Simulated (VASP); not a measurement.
Here is a VASP 6.6.1 calculation.

File INCAR:

```
SYSTEM = Sm
PREC = Accurate
ENCUT = 520
EDIFF = 1E-6
ISMEAR = -1
SIGMA = 0.05
LREAL = .FALSE.
LASPH = .TRUE.
NELM = 150
ALGO = Normal
ISIF = 2
LWAVE = .FALSE.
LCHARG = .FALSE.
ISPIN = 2
MAGMOM = 5 5
LORBIT = 11
LMAXMIX = 6
GGA = PS
NBANDS = 27
```

File KPOINTS:

```
regular mesh
0
G
  8 8 5
  0 0 0
```

POSCAR

```
Sm
1.0
    3.6440000000      0.0000000000      0.0000000000
   -1.8220000000      3.1557965714      0.0000000000
    0.0000000000      0.0000000000      5.8760000000
Sm
2
Direct
    0.6666666667      0.3333333333      0.7500000000
    0.3333333333      0.6666666667      0.2500000000
```

Potentials or basis: VASP PAW PBE potentials, release 64 (Sm).

Run with:

```console
$ cat potpaw_PBE.64/Sm/POTCAR > POTCAR
$ mpirun -np 1 vasp_std > vasp.out
```

(1) Estimate the pressure.

(2) What does it give for the net moment?

(3) Estimate the site moments.

Answers

(1) 0.3 GPa.

(2) 12.95 μB per cell.

(3) Sm +5.69 μB.

Caveat: the magnetic or orbital state may not be the lowest; the PAW data sets were made with another functional, which shifts forces and pressure a little.
